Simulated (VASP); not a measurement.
The system is Hf3H.

```
Hf H
1.0
     3.14000    0.00000    0.00000
    -1.57000    2.71932    0.00000
     0.00000    0.00000   14.88000
Hf H
6 2
Direct
  0.33333 0.66667 0.08333
  0.66667 0.33333 0.25000
  0.66667 0.33333 0.91667
  0.33333 0.66667 0.75000
  0.33333 0.66667 0.41667
  0.66667 0.33333 0.58333
  0.33333 0.66667 0.20833
  0.66667 0.33333 0.79167
```

```yaml
Program: VASP 6.6.1
Task: relaxation of cell and atoms
Functional: PBE
Potentials_or_basis: VASP PAW PBE potentials, release 64 (Hf_pv, H)
Cutoff: 600 eV
k_mesh: 6 × 6 × 1
Occupations: gaussian, width 0.2 eV
Spin: no spin polarisation
```

At the start: pressure 15.5 GPa; volume 15.88 Å³/atom.

Question: How do energy, volume and symmetry change on relaxing?

Answer: Over 9 steps the energy falls by 121.1 meV/atom and the volume is 17.63 Å³/atom (+11.0 %); space group P-3m1 (No. 164, to 0.05 Å).

The path:
```
step  energy change (eV)  largest force (eV/Å)  pressure (GPa)  volume (Å³)
   1              0.0000                1.6963           15.48       127.06
   2             -0.3658                0.3908           -9.97       157.37
   3             -0.8465                0.6565           -1.17       143.15
   4             -0.8467                0.6645           -0.92       142.82
   5             -0.9093                0.4871           -0.16       141.65
   6             -0.9383                0.2409            0.93       140.24
   7             -0.9597                0.1770           -0.56       142.00
   8             -0.9601                0.1728           -0.78       142.27
   9             -0.9684                0.0626            0.08       141.05
```

Final structure:
```cif
data_structure
_symmetry_space_group_name_H-M 'P 1'
_symmetry_Int_Tables_number 1
_cell_length_a 3.2110
_cell_length_b 3.2110
_cell_length_c 15.7968
_cell_angle_alpha 90.000
_cell_angle_beta 90.000
_cell_angle_gamma 120.000
_cell_volume 141.05
loop_
_atom_site_label
_atom_site_type_symbol
_atom_site_fract_x
_atom_site_fract_y
_atom_site_fract_z
_atom_site_occupancy
Hf1 Hf 0.33333 0.66667 0.07778 1
Hf2 Hf 0.66667 0.33333 0.25968 1
Hf3 Hf 0.66667 0.33333 0.92222 1
Hf4 Hf 0.33333 0.66667 0.74032 1
Hf5 Hf 0.33333 0.66667 0.41984 1
Hf6 Hf 0.66667 0.33333 0.58016 1
H1 H 0.33333 0.66667 0.20638 1
H2 H 0.66667 0.33333 0.79362 1
```

Caveat: the k points lie up to 0.40 Å⁻¹ apart in the final cell; the relaxation stopped at a loose force limit of 0.08 eV/Å, so its end isn't a converged minimum.
